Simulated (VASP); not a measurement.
Input of a VASP 6.6.1 run:

File INCAR:

```
ALGO = Normal
EDIFF = 1E-6
ENCUT = 520
GGA = PE
ISIF = 2
ISMEAR = -1
LASPH = True
LCHARG = False
LREAL = False
LWAVE = False
NBANDS = 15
NELM = 60
PREC = Accurate
SIGMA = 0.02
```

The input KPOINTS:

```
k-points
0
Gamma
  6 6 6
```

Contents of POSCAR:

```
KI
1.0
    0.0000000000      3.5445661365      3.6122673497
    3.5445661365      0.0000000000      3.6122673497
    3.5445661365      3.5445661365      0.0000000000
K I
1 1
Direct
    0.0000000000      0.0000000000      0.0000000000
    0.5000000000      0.5000000000      0.5000000000
```

Potentials or basis: VASP PAW PBE potentials, release 64 (K_sv, I).

Command:

```console
$ cat potpaw_PBE.64/K_sv/POTCAR potpaw_PBE.64/I/POTCAR > POTCAR
$ mpirun -np 1 vasp_std > vasp.out
```

Question: Estimate the band gap on the k mesh.

Answer: 3.90 eV, direct.

Question: Predict the pressure.

Answer: 0.3 GPa.

Stress tensor (GPa, compression positive):
```
 0.41  0.00  0.00
 0.00  0.41  0.00
 0.00  0.00 -0.01
```

Caveat: the cell differs from its parent crystal (uniaxial z strain +1.9%); spin-orbit coupling is left out, which moves the levels of the heavy elements.
